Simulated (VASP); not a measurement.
Runs of VASP 6.6.1 on TaSiF. The structure is that of space group P4/mmm (No. 123), or close to it. The cells are those of the table. 

```csv
task,spin,cell,k mesh,cutoff (eV),gap on the mesh (eV),pressure (GPa),moment (μB),relaxed volume (Å³/atom)
relaxation of cell and atoms,off,"relaxed from a = 3.025, b = 3.025, c = 5.781 Å, 3 atoms",6 × 6 × 4,600,none,-0.1,-,16.66
single point,"collinear, ferromagnetic start","a = 3.032, b = 3.032, c = 5.439 Å, 3 atoms",6 × 6 × 4,520,none,-0.1,0.00,-
single point,off,"a = 3.025, b = 3.025, c = 5.781 Å, 3 atoms",6 × 6 × 4,520,none,(a),-,-
relaxation of cell and atoms,off,"relaxed from a = 3.032, b = 3.032, c = 5.439 Å, 3 atoms",16 × 16 × 8,600,none,0.0,-,16.58
single point,off,"a = 3.032, b = 3.032, c = 5.439 Å, 3 atoms",6 × 6 × 4,520,none,-0.1,-,-
single point,"collinear, ferromagnetic start","a = 3.025, b = 3.025, c = 5.781 Å, 3 atoms",6 × 6 × 4,520,none,-5.1,0.00,-
single point,off,"a = 3.028, b = 3.028, c = 5.431 Å, 3 atoms",16 × 16 × 8,520,none,-0.1,-,-
```

Alike in all rows: level PBE; potentials or basis VASP PAW PBE potentials, release 64 (Ta_pv, Si, F); smearing gaussian 0.1 eV.

Q: Fill in the values left out.

A: (a) -5.2.

Caveats: spin-orbit coupling is left out, which moves the levels of the heavy elements.

A k mesh can miss the band edges, and the runs leave out spin-orbit coupling on Ta.

A gap of «none» marks levels without a gap at the run's occupations.
